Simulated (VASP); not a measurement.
Wanted: the native input for a VASP 6.6.1 run.

- Task: single point
- Functional: r2SCAN
- Potentials or basis: VASP PAW PBE potentials, release 64 (Rh_sv_GW)
- Cutoff: 580 eV
- k mesh: 14 × 14 × 14
- Occupations: methfessel-paxton, width 0.1 eV
- Spin: no spin polarisation
- Dipole correction: no
- Second run: valence_matched
- Further INCAR settings: ALGO = Normal; EDIFF = 1e-06; NBANDS = 14

The system is Rh.

```xyz
1
Lattice="0.0000 1.9008 1.9008 1.9008 0.0000 1.9008 1.9008 1.9008 0.0000" Properties=species:S:1:pos:R:3 pbc="T T T"
Rh    0.0000    0.0000    0.0000
```

These files were run (other wordings do the same):

POSCAR

```
Rh
1.0
    0.0000000000      1.9008071574      1.9008071574
    1.9008071574      0.0000000000      1.9008071574
    1.9008071574      1.9008071574      0.0000000000
Rh
1
Direct
    0.0000000000      0.0000000000      0.0000000000
```

INCAR.step1

```
SYSTEM = Rh
PREC = Accurate ; ENCUT = 580
ISMEAR = 1 ; SIGMA = 0.1
LREAL = .FALSE. ; LASPH = .TRUE.
NELM = 120 ; NBANDS = 14
GGA = PE ; ALGO = Normal
EDIFF = 1E-5 ; LWAVE = .TRUE.
LCHARG = .FALSE. ; GGA_COMPAT = .FALSE.
```

INCAR.step2

```
SYSTEM = Rh
PREC = Accurate ; ENCUT = 580
EDIFF = 1E-6 ; ISMEAR = 1
SIGMA = 0.1 ; LREAL = .FALSE.
LASPH = .TRUE. ; NELM = 120
ALGO = Normal ; ISIF = 2
LWAVE = .FALSE. ; LCHARG = .FALSE.
METAGGA = R2SCAN ; LMIXTAU = .TRUE.
NBANDS = 14 ; ISTART = 1
GGA_COMPAT = .FALSE.
```

KPOINTS

```
regular mesh
0
G
  14 14 14
  0 0 0
```

Potentials or basis: VASP PAW PBE potentials, release 64 (Rh_sv_GW).

Launch:

```console
$ cat potpaw_PBE.64/Rh_sv_GW/POTCAR > POTCAR
$ cp INCAR.step1 INCAR
$ mpirun -np 1 vasp_std > vasp.out
$ cp INCAR.step2 INCAR
$ mpirun -np 1 vasp_std > vasp.out
```

It gave:

```yaml
Pressure: -2.0 GPa
```

Caveat: the PAW data sets were made with another functional, which shifts forces and pressure a little.

It used 160 s of CPU time on 1 thread of AMD EPYC 7R13 Processor (Zen 3), with other jobs on the host.
